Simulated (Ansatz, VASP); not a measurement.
**One calculation of HC10, two programs**

```
C H
1.0
     8.54367    0.00000    0.00000
    -2.13592    8.61105    0.00000
     0.00000    0.00000   22.77880
C H
20 2
Direct
  0.07821 0.97949 0.17560
  0.57821 0.97949 0.17560
  0.41154 0.97949 0.17560
  0.91154 0.97949 0.17560
  0.32308 0.95898 0.22918
  0.82308 0.95898 0.22918
  0.15641 0.95898 0.22918
  0.65641 0.95898 0.22918
  0.06690 0.93838 0.28268
  0.56690 0.93838 0.28268
  0.40229 0.93838 0.28268
  0.90229 0.93838 0.28268
  0.31111 0.91767 0.33642
  0.81111 0.91767 0.33642
  0.14772 0.91767 0.33642
  0.64772 0.91767 0.33642
  0.04737 0.89880 0.38539
  0.54737 0.89880 0.38539
  0.40203 0.89879 0.38539
  0.90203 0.89879 0.38539
  0.23992 0.23213 0.47539
  0.32770 0.23213 0.47539
```

Alike in both runs: task single point; functional PBE; k mesh 4 × 3 × 1; occupations gaussian, width 0.1 eV; no spin polarisation.

|  | VASP | Ansatz |
| --- | --- | --- |
| version | VASP 6.6.1 | Ansatz 0.2.0 |
| potentials or method | VASP PAW PBE potentials, release 64 (C, H), cutoff 520 eV | scalar-relativistic, plane waves, PAW |
| valence electrons in the cell | 82 | 82 |

```tsv
	VASP	Ansatz	Ansatz less VASP
gap on the k mesh at the Fermi level (eV)	0.26	0.26	+0.001
least direct gap on the mesh (eV)	0.36	0.36	-0.007
rms of the force components (eV/Å)	1.730	1.737	+0.0074
```

Atom by atom the forces differ by 0.025 eV/Å (rms over components). Ansatz's warnings: xc potential rough in thin density.
